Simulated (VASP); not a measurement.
# Si6Ge (I4/mmm) in VASP: relaxation of cell and atoms with PBE

Aim: the relaxation of cell and atoms of Si6Ge with PBE.

Program: VASP 6.6.1. These are calculated values, not measurements. Logs are shortened: lines on timing, memory, paths and dates and some standing lists are left out, and cuts for length are marked.

### Step 1. The cell of the first run

Symmetry: I4/mmm, No. 139, tetragonal system. The conventional cell has a = 7.124 Å, b = 7.124 Å, c = 4.841 Å, α = 90.00°, β = 90.00°, γ = 90.00°. Si (site symmetry -4m2) has 6 Si at 2.42 to 2.52 Å within 3.2 Å. Within 3.2 Å of Si (site symmetry 2/m) lie 4 Si at 2.42 to 2.52 Å and 2 Ge at 2.79 Å. Ge (site symmetry 4/mmm) has 16 Si at 2.79 to 3.76 Å within 3.8 Å.

The cell was generated, and may not be a known phase.

### Step 2. Relaxation of cell and atoms, PBE

INCAR reads:

```
PREC     = Accurate       # precision mode
ENCUT    = 500            # plane-wave cutoff, eV
EDIFF    = 1E-7           # SCF threshold, eV
ISMEAR   = 0              # smearing method
SIGMA    = 0.1            # smearing width, eV
LREAL    = F              # projectors in reciprocal space
LASPH    = T              # aspherical terms in the spheres
NELM     = 120            # most SCF steps
ALGO     = Normal         # electronic algorithm
ISIF     = 3              # what is computed and relaxed
LWAVE    = F              # write WAVECAR
LCHARG   = F              # write CHGCAR
GGA      = PE             # functional
IBRION   = 2              # ionic algorithm
NSW      = 100            # ionic steps
EDIFFG   = -0.01          # ionic threshold
GGA_COMPAT= F            
NELMIN   = 4
```

KPOINTS reads:

```
Automatic mesh
0
Gamma
  8 8 8
```

POSCAR reads:

```
Si6Ge
1.0
   -3.5619579913      3.5619579913      2.4203273833
    3.5619579913     -3.5619579913      2.4203273833
    3.5619579913      3.5619579913     -2.4203273833
Si Ge
6 1
Direct
    0.7500000000      0.2500000000      0.5000000000
    0.2500000000      0.7500000000      0.5000000000
    0.5000000000      0.5000000000      0.5000000000
    0.0000000000      0.0000000000      0.5000000000
    0.5000000000      0.0000000000      0.0000000000
    0.0000000000      0.5000000000      0.0000000000
    0.0000000000      0.0000000000      0.0000000000
```

Potentials or basis: VASP PAW PBE potentials, release 64 (Si, Ge_d).

Run with:

```
$ cat potpaw_PBE.64/Si/POTCAR potpaw_PBE.64/Ge_d/POTCAR > POTCAR
$ mpirun -np 1 vasp_std > vasp.out
```

OUTCAR:

```text
PREC = Accurate
   ENCUT = 500
   EDIFF = 1E-7
   ISMEAR = 0
   LREAL = F
   LASPH = T
   NELM = 120
   ISIF = 3
   GGA = PE
   IBRION = 2
   NSW = 100
   EDIFFG = -0.01
   NELMIN = 4

 ion  position               nearest neighbor table
   1  0.750  0.250  0.500-   2 2.42   2 2.42   4 2.52   6 2.52   5 2.52   3 2.52
   2  0.250  0.750  0.500-   1 2.42   1 2.42   4 2.52   5 2.52   6 2.52   3 2.52
   3  0.500  0.500  0.500-   4 2.42   4 2.42   1 2.52   2 2.52   7 2.79   7 2.79
   4  0.000  0.000  0.500-   3 2.42   3 2.42   1 2.52   2 2.52   7 2.79   7 2.79
   5  0.500  0.000  0.000-   6 2.42   6 2.42   2 2.52   1 2.52   7 2.79   7 2.79
   6  0.000  0.500  0.000-   5 2.42   5 2.42   1 2.52   2 2.52   7 2.79   7 2.79
   7  0.000  0.000  0.000-   3 2.79   4 2.79   5 2.79   6 2.79   4 2.79   6 2.79   5 2.79   3 2.79

  LATTYP: Found a body centered tetragonal cell.
 ALAT       =     7.1239159826
 C/A-ratio  =     0.6794935227

  Lattice vectors:

 A1 = (  -3.5619579913,   3.5619579913,   2.4203273833)
 A2 = (   3.5619579913,  -3.5619579913,   2.4203273833)
 A3 = (   3.5619579913,   3.5619579913,  -2.4203273833)

Analysis of symmetry for initial positions (statically):
=====================================================================
 Subroutine PRICEL returns:
 Original cell was already a primitive cell.

 Routine SETGRP: Setting up the symmetry group for a
 body centered tetragonal supercell.

 Subroutine GETGRP returns: Found 16 space group operations
 (whereof 16 operations were pure point group operations)
 out of a pool of 16 trial point group operations.

The static configuration has the point symmetry D_4h.

Analysis of symmetry for dynamics (positions and initial velocities):
=====================================================================
 Subroutine PRICEL returns:
 Original cell was already a primitive cell.

 Routine SETGRP: Setting up the symmetry group for a
 body centered tetragonal supercell.

 Subroutine GETGRP returns: Found 16 space group operations
 (whereof 16 operations were pure point group operations)
 out of a pool of 16 trial point group operations.

The dynamic configuration has the point symmetry D_4h.

 Subroutine INISYM returns: Found 16 space group operations
 (whereof 16 operations are pure point group operations),
 and found     1 'primitive' translations

----------------------------------------------------------------------------------------

                                     Primitive cell

  volume of cell :     122.8320

  direct lattice vectors                    reciprocal lattice vectors
    -3.561957991  3.561957991  2.420327383     0.000000000  0.140372234  0.206583623
     3.561957991 -3.561957991  2.420327383     0.140372234  0.000000000  0.206583623
     3.561957991  3.561957991 -2.420327383     0.140372234  0.140372234  0.000000000

  length of vectors
     5.588655841  5.588655841  5.588655841     0.249762202  0.249762202  0.198516317

  position of ions in fractional coordinates (direct lattice)
     0.750000000  0.250000000  0.500000000
     0.250000000  0.750000000  0.500000000
     0.500000000  0.500000000  0.500000000
     1.000000000  1.000000000  0.500000000
     0.500000000  0.000000000  0.000000000
     0.000000000  0.500000000  0.000000000
     0.000000000  0.000000000  0.000000000

  ion indices of the primitive-cell ions
   primitive index   ion index
                 1           1
                 2           2
                 3           3
                 4           4
                 5           5
                 6           6
                 7           7

----------------------------------------------------------------------------------------

 KPOINTS: Automatic mesh

Automatic generation of k-mesh.
 Grid dimensions read from file:
 generate k-points for:    8    8    8

 Generating k-lattice:

  Cartesian coordinates                     Fractional coordinates (reciprocal lattice)
     0.000000000  0.017546529  0.025822953     0.125000000  0.000000000 -0.000000000
     0.017546529  0.000000000  0.025822953     0.000000000  0.125000000 -0.000000000
     0.017546529  0.017546529  0.000000000     0.000000000  0.000000000  0.125000000

  Length of vectors
     0.031220275  0.031220275  0.024814540

  Shift w.r.t. Gamma in fractional coordinates (k-lattice)
     0.000000000  0.000000000  0.000000000

 Subroutine IBZKPT returns following result:
 ===========================================

 Found     59 irreducible k-points:

 Following reciprocal coordinates:
            Coordinates               Weight
  0.000000  0.000000  0.000000      1.000000
  0.125000  0.000000  0.000000      8.000000
  0.250000  0.000000  0.000000      8.000000
  0.375000 -0.000000  0.000000      8.000000
  0.500000  0.000000  0.000000      4.000000
  0.125000  0.125000  0.000000      8.000000
[... 16 lines left out ...]
  0.250000  0.125000  0.125000     16.000000
  0.375000  0.125000  0.125000      8.000000
 [... further k-points ...]
   k-points           NKPTS =     59   k-points in BZ     NKDIM =     59   number of bands    NBANDS=     23
   number of dos      NEDOS =    301   number of ions     NIONS =      7
   total plane-waves  NPLWV =  74088
   dimension x,y,z NGX =    42 NGY =   42 NGZ =   42
   dimension x,y,z NGXF=    84 NGYF=   84 NGZF=   84
   ions per type =               6   1
   NGX,Y,Z   is equivalent  to a cutoff of  12.49, 12.49, 12.49 a.u.
   NGXF,Y,Z  is equivalent  to a cutoff of  24.99, 24.99, 24.99 a.u.
 SYSTEM =  unknown system
   PREC   = accura    normal or accurate (medium, high low for compatibility)
   ISTART =      0    job   : 0-new  1-cont  2-samecut
   ICHARG =      2    charge: 1-file 2-atom 10-const
   ISPIN  =      1    spin polarized calculation?
   LNONCOLLINEAR =      F non collinear calculations
   LSORBIT =      F    spin-orbit coupling
   LASPH  =      T    aspherical Exc in radial PAW
   ENCUT  =  500.0 eV  36.75 Ry    6.06 a.u.  10.19 10.19 10.19*2*pi/ulx,y,z
   NELM   =    120;   NELMIN=  4; NELMDL= -5     # of ELM steps
   EDIFF  = 0.1E-06   stopping-criterion for ELM
   LREAL  =      F    real-space projection
   EDIFFG = -.1E-01   stopping-criterion for IOM
   NSW    =    100    number of steps for IOM
   IBRION =      2    ionic relax: 0-MD 1-quasi-New 2-CG
   NFREE  =      1    steps in history (QN), initial steepest desc. (CG)
   ISIF   =      3    stress and relaxation
   ISYM   =      2    0-nonsym 1-usesym 2-fastsym
   POTIM  = 0.5000    time-step for ionic-motion
   TEBEG  =    0.0;   TEEND  =   0.0 temperature during run
   PSTRESS=    0.0 pullay stress
   NELECT =      38.0000    total number of electrons
   NUPDOWN=      -1.0000    fix difference up-down
   EMIN   =  10.00;   EMAX   =-10.00  energy-range for DOS
   EFERMI =   0.00;   METHOD = LEGACY
   ISMEAR =     0;   SIGMA  =   0.10  broadening in eV -4-tet -1-fermi 0-gaus
   EFERMI_NEDOS =   21; number of points for ismear=-14 and -15
   IALGO  =     38    algorithm
   IMIX   =      4    mixing-type and parameters
     AMIX     =   0.40;   BMIX     =  1.00
     AMIX_MAG =   1.60;   BMIX_MAG =  1.00
  volume/ion in A,a.u.               =      17.55       118.42
  Fermi-wavevector in a.u.,A,eV,Ry     =   1.107215  2.092334 16.679736  1.225926
  Thomas-Fermi vector in A             =   2.243727
   LORBIT       =      0    0 simple, 1 ext, 2 COOP (PROOUT), +10 PAW based schemes
   GGA     = PE    functional components
   LHFCALC =     F    Hartree Fock is set to
   AEXX    =    0.0000 exact exchange contribution
   IVDW    =     0    specifies the selected vdW correction
   LEPSILON=     F    determine dielectric tensor
   LRPA    =     F    only Hartree local field effects (RPA)
 conjugate gradient relaxation of ions
 non-spin polarized calculation
 Gauss-broadening in eV      SIGMA  =   0.10
  energy-cutoff  :      500.00
  volume of cell :      122.83
 maximum number of plane-waves:      3142
 NGX is ok and might be reduce to    42
   NGX = 21   NGY = 21   NGZ = 21

--------------------------------------- Ionic step        1  -------------------------------------------

 number of electron      37.9999996 magnetization

 Free energy of the ion-electron system (eV)
  ---------------------------------------------------
  ext. energy  EPLUGINS =         0.00000000
  ---------------------------------------------------
  free energy    TOTEN  =       -34.09142832 eV

  energy without entropy =      -34.08157171  energy(sigma->0) =      -34.08650001

------------------------ aborting loop because EDIFF is reached ----------------------------------------

  FORCE on cell =-STRESS in cart. coord.  units (eV):
  Direction    XX          YY          ZZ          XY          YZ          ZX
  --------------------------------------------------------------------------------------
  -------------------------------------------------------------------------------------
  Total       -1.7458090     -1.7458090      3.4207541      0.0000000     -0.0000000      0.0000000
  in kB      -22.7717089    -22.7717089     44.6190941      0.0000000     -0.0000000      0.0000000
  external PRESSURE =      -0.3081079 kB  Pullay stress =       0.0000000 kB
[... 190 lines left out ...]
  energy  without entropy=      -34.1237746242  energy(sigma->0) =      -34.13149840

--------------------------------------- Ionic step        6  -------------------------------------------

 number of electron      37.9999988 magnetization

 Free energy of the ion-electron system (eV)
  ---------------------------------------------------
  ext. energy  EPLUGINS =         0.00000000
  ---------------------------------------------------
  free energy    TOTEN  =       -34.13924865 eV

  energy without entropy =      -34.12379248  energy(sigma->0) =      -34.13152057

 E-fermi :   7.3907     XC(G=0): -10.4085

 val. band max:        7.3716607882   @ k =  -0.3750   0.3750   0.3750
 cond. band min:       7.3940248049   @ k =  -0.2500   0.3750   0.1250
 fundamental gap:      0.0223640166
 Fermi energy:         7.3906998594

 k-point     1 :       0.0000    0.0000    0.0000
  band No.  band energies     occupation
      1     -17.1376      2.00000
      2     -17.1274      2.00000
      3     -17.1274      2.00000
      4     -17.1198      2.00000
      5     -17.1186      2.00000
      6      -5.7260      2.00000
[... 613 lines left out ...]
     22       9.7773      0.00000
     23       9.9059      0.00000

 [... further k-points ...]

------------------------ aborting loop because EDIFF is reached ----------------------------------------

  FORCE on cell =-STRESS in cart. coord.  units (eV):
  Direction    XX          YY          ZZ          XY          YZ          ZX
  --------------------------------------------------------------------------------------
  -------------------------------------------------------------------------------------
  Total       -0.0038521     -0.0038521      0.0256220      0.0000000     -0.0000000      0.0000000
  in kB       -0.0504545     -0.0504545      0.3355974      0.0000000     -0.0000000      0.0000000
  external PRESSURE =       0.0782295 kB  Pullay stress =       0.0000000 kB
[... 22 lines left out ...]
  FREE ENERGIE OF THE ION-ELECTRON SYSTEM (eV)
  ---------------------------------------------------
  free  energy   TOTEN  =       -34.1392486480 eV

  energy  without entropy=      -34.1237924832  energy(sigma->0) =      -34.13152057

 reached required accuracy - stopping structural energy minimisation
```

Run time: 18 min. Hardware: 1 thread of Oxide Virtual Turin-like, shared host; peak memory 0.31 GiB.

Results:

```yaml
Free_energy: -34.1392 eV
Relaxed_volume: 17.47 Å³/atom
Relaxed_cell: a = 5.558 Å, b = 5.558 Å, c = 5.558 Å, α = 101.33°, β = 101.33°, γ = 127.37°
Space_group_after_relaxing_to_0.1_Å: I4/mmm (No. 139)
Energy_gained_by_relaxing: 6.8 meV/atom
Ionic_steps: 6
Pressure_after_relaxing: 0.0 GPa
Band_gap_on_the_k_mesh: zero (bands 19 and 20 overlap by 2.59 eV)
```

Step by step:
| step | energy change (eV) | largest force (eV/Å) | pressure (GPa) | volume (Å³) |
| --- | --- | --- | --- | --- |
| 1 | 0.0000 | 0.0000 | -0.03 | 122.83 |
| 2 | -0.0456 | 0.0000 | -0.29 | 122.72 |
| 3 | -0.0474 | 0.0000 | -0.29 | 122.75 |
| 4 | -0.0474 | 0.0000 | -0.29 | 122.75 |
| 5 | -0.0478 | 0.0000 | 0.08 | 122.21 |
| 6 | -0.0478 | 0.0000 | 0.01 | 122.32 |

Final structure:
```cif
data_structure
_symmetry_space_group_name_H-M 'P 1'
_symmetry_Int_Tables_number 1
_cell_length_a 5.5582
_cell_length_b 5.5582
_cell_length_c 5.5582
_cell_angle_alpha 101.333
_cell_angle_beta 101.333
_cell_angle_gamma 127.371
_cell_volume 122.32
loop_
_atom_site_label
_atom_site_type_symbol
_atom_site_fract_x
_atom_site_fract_y
_atom_site_fract_z
_atom_site_occupancy
Si1 Si 0.75000 0.25000 0.50000 1
Si2 Si 0.25000 0.75000 0.50000 1
Si3 Si 0.50000 0.50000 0.50000 1
Si4 Si 0.00000 0.00000 0.50000 1
Si5 Si 0.50000 0.00000 0.00000 1
Si6 Si 0.00000 0.50000 0.00000 1
Ge1 Ge 0.00000 0.00000 0.00000 1
```

Levels at points of the mesh, in eV from the Fermi level:
```
           k point  band 16  band 17  band 18  band 19  band 20  band 21  band 22  band 23
(0.00, 0.00, 0.00)    -4.27    -3.71    -2.52    -1.70    -1.70     2.19     2.56     3.27
(0.50, 0.00, 0.00)    -1.58    -1.57    -0.60     0.56     0.56     1.04     1.47     1.66
(0.50, 0.50, 0.00)    -1.66    -1.46    -1.10    -0.59    -0.36     0.11     1.43     2.32
(0.50, 0.50, 0.50)    -1.26    -1.07    -0.37    -0.07    -0.07     0.99     1.03     1.03
```

The gap in the log of VASP goes by the Fermi energy; the results here count the filled bands.